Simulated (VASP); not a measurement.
MgO: single point with PBEsol

MgO:

```
Mg O
1.0
     0.00000    2.13515    2.13515
     2.23123    0.00000    2.13515
     2.23123    2.13515    0.00000
Mg O
1 1
Cartesian
  0.0000 0.0000 0.0000
  2.2312 2.1351 2.1351
```

This cell differs from its parent crystal: strain +0.0450 x Voigt [1, 0, 0, 0, 0, 0].

```
Program             : VASP 6.6.1
Task                : single point
Functional          : PBEsol
Potentials or basis : VASP PAW PBE potentials, release 64 (Mg, O)
Cutoff              : 520 eV
k mesh              : 10 × 10 × 10
Occupations         : gaussian, width 0.05 eV
Spin                : no spin polarisation
```

| Quantity | Value |
| --- | --- |
| Pressure | -11.2 GPa |
| Band gap on the k mesh | 3.79 eV, direct |

Stress tensor (GPa, compression positive):
```
-14.35   0.00   0.00
  0.00  -9.64   0.00
  0.00   0.00  -9.64
```

Levels at points of the mesh, in eV from the valence-band top:
| k point | band 1 | band 2 | band 3 | band 4 | band 5 | band 6 | band 7 | band 8 |
| --- | --- | --- | --- | --- | --- | --- | --- | --- |
| (0.00, 0.00, 0.00) | -16.85 | -0.10 | -0.10 | 0.00 | 3.79 | 14.82 | 15.27 | 15.27 |
| (0.50, 0.00, 0.00) | -15.74 | -4.38 | -0.68 | -0.60 | 7.16 | 11.49 | 14.86 | 15.75 |
| (0.50, 0.50, 0.00) | -15.47 | -3.82 | -1.50 | -1.23 | 8.63 | 8.94 | 12.23 | 16.98 |
| (0.00, 0.50, 0.50) | -15.59 | -3.95 | -1.20 | -1.20 | 8.98 | 9.05 | 11.67 | 17.88 |

It took 9.2 s on 1 thread of Intel(R) Xeon(R) Platinum 8488C (Sapphire Rapids), on a shared host, peak memory 0.15 GiB.

Caveat: the cell differs from its parent crystal (strain +0.0450 x Voigt [1, 0, 0, 0, 0, 0]); the PAW data sets were made with another functional, which shifts forces and pressure a little.
